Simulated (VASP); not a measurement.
Here is a VASP 6.6.1 calculation.

Contents of INCAR:

```
PREC = Accurate
ENCUT = 520
EDIFF = 1E-8
ISMEAR = 0
SIGMA = 0.01
LREAL = F
LASPH = T
NELM = 60
ALGO = Normal
ISIF = 2
LWAVE = F
LCHARG = F
GGA = PS
IBRION = 8
NSW = 1
LEPSILON = T
```

The input KPOINTS:

```
Automatic mesh
0
Gamma
  12 12 12
```

Contents of POSCAR:

```
BN
1.0
    0.0000000000      1.7505190496      1.7505190496
    1.7505190496      0.0000000000      1.7505190496
    1.7505190496      1.7505190496      0.0000000000
B N
1 1
Direct
    0.0000000000      0.0000000000      0.0000000000
    0.7500000000      0.7500000000      0.7500000000
```

Potentials or basis: VASP PAW PBE potentials, release 64 (B, N).

Command:

```bash
$ cat potpaw_PBE.64/B/POTCAR potpaw_PBE.64/N/POTCAR > POTCAR
$ mpirun -np 1 vasp_std > vasp.out
```

Problem. Predict the electronic dielectric tensor (diagonal).

Solution. 4.55.

Problem. Estimate the Born charges (mean of the diagonal).

Solution. B +1.86; N -1.86 e.

Problem. Estimate the highest phonon frequency at Γ, LO-TO splitting left out.

Solution. 1167 cm⁻¹.

Phonon frequencies in cm⁻¹ (negative: imaginary):
| q point | frequencies |
| --- | --- |
| (0.000, 0.000, 0.000) | 0 0 0 1167 1167 1167 |

Caveat: the cell wasn't relaxed at this level first, which shifts response properties.
